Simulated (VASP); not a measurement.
Crystal: MgH2.

```
Mg H
1.0
     2.38233   -2.45723    0.00000
     2.38233    2.45723    0.00000
     0.00000    0.00000    4.49303
Mg H
2 4
Direct
  0.65608 0.34392 0.78564
  0.34392 0.65608 0.28564
  0.35729 0.15599 0.10712
  0.64271 0.84401 0.60712
  0.15599 0.35729 0.60712
  0.84401 0.64271 0.10712
```

The cell was generated, and may not be a known phase.

* Program: VASP 6.6.1
* Task: relaxation of cell and atoms
* Functional: PBE
* Potentials or basis: VASP PAW PBE potentials, release 64 (Mg_sv, H)
* Cutoff: 840 eV
* k mesh: 6 × 6 × 4
* Occupations: gaussian, width 0.1 eV
* Spin: no spin polarisation

At the start: pressure 10.3 GPa; volume 8.77 Å³/atom.

Problem. How do energy, volume and symmetry change on relaxing?

Solution. Over 12 steps the energy falls by 69.7 meV/atom and the volume is 9.75 Å³/atom (+11.2 %); space group Cmc2_1 (No. 36, to 0.1 Å) before and after.

The path:
```tsv
step	energy change (eV)	largest force (eV/Å)	pressure (GPa)	volume (Å³)
1	0.0000	1.0609	10.28	52.60
2	-0.2828	0.5026	3.63	57.00
3	-0.3471	0.2175	-0.93	61.49
4	-0.3485	0.2195	-0.45	60.92
5	-0.3630	0.1829	-0.45	60.88
6	-0.3748	0.1996	-0.39	60.77
7	-0.3861	0.1484	-0.25	60.37
8	-0.4008	0.0816	0.23	59.16
9	-0.4056	0.0654	-0.11	59.32
10	-0.4094	0.1024	-0.76	59.62
11	-0.4125	0.0759	-0.64	59.34
12	-0.4183	0.0231	-0.26	58.49
```

Final structure:
```cif
data_structure
_symmetry_space_group_name_H-M 'P 1'
_symmetry_Int_Tables_number 1
_cell_length_a 3.5123
_cell_length_b 3.5123
_cell_length_c 4.7436
_cell_angle_alpha 90.000
_cell_angle_beta 90.000
_cell_angle_gamma 91.782
_cell_volume 58.49
loop_
_atom_site_label
_atom_site_type_symbol
_atom_site_fract_x
_atom_site_fract_y
_atom_site_fract_z
_atom_site_occupancy
Mg1 Mg 0.70796 0.29204 0.80498 1
Mg2 Mg 0.29204 0.70796 0.30498 1
H1 H 0.33556 0.17833 0.09745 1
H2 H 0.66444 0.82167 0.59745 1
H3 H 0.17833 0.33556 0.59745 1
H4 H 0.82167 0.66444 0.09745 1
```
